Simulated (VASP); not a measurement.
A run of VASP 6.6.1 is set up as follows.

INCAR

```
  ALGO = Normal
  EDIFF = 1E-6
  ENCUT = 520
  GGA = PS
  ISIF = 2
  ISMEAR = 0
  LASPH = True
  LCHARG = True
  LELF = True
  LREAL = False
  LVHAR = True
  LWAVE = False
  NBANDS = 35
  NELM = 80
  PREC = Accurate
  SIGMA = 0.02
```

Contents of KPOINTS:

```
k-points
0
Gamma
  6 6 8
```

POSCAR

```
SnO2
1.0
    5.0547771024      0.0000000000      0.0000000000
    0.0000000000      5.0562697539      0.0000000000
    0.0000000000      0.0000000000      3.0963478922
Sn O
2 4
Direct
    0.5000000000      0.5000000000      0.5000000000
    0.0000000000      0.0000000000      0.0000000000
    0.3074638526      0.3075430387      0.0000000000
    0.8074638526      0.1924569613      0.5000000000
    0.1925361474      0.8075430387      0.5000000000
    0.6925361474      0.6924569613      0.0000000000
```

Potentials or basis: VASP PAW PBE potentials, release 64 (Sn_d, O).

Run with:

```sh
$ cat potpaw_PBE.64/Sn_d/POTCAR potpaw_PBE.64/O/POTCAR > POTCAR
$ mpirun -np 1 vasp_std > vasp.out
```

(1) What does it give for the band gap on the k mesh?

(2) Estimate the pressure.

(3) What does it give for the largest force?

Results:

(1) 0.54 eV.

(2) -8.2 GPa.

(3) 0.134 eV/Å.

Caveat: the cell differs from its parent crystal (biaxial strain in the a-b plane: +6.0 %); the cell stands under tension; the PAW data sets were made with another functional, which shifts forces and pressure a little; spin-orbit coupling is left out, which moves the levels of the heavy elements.
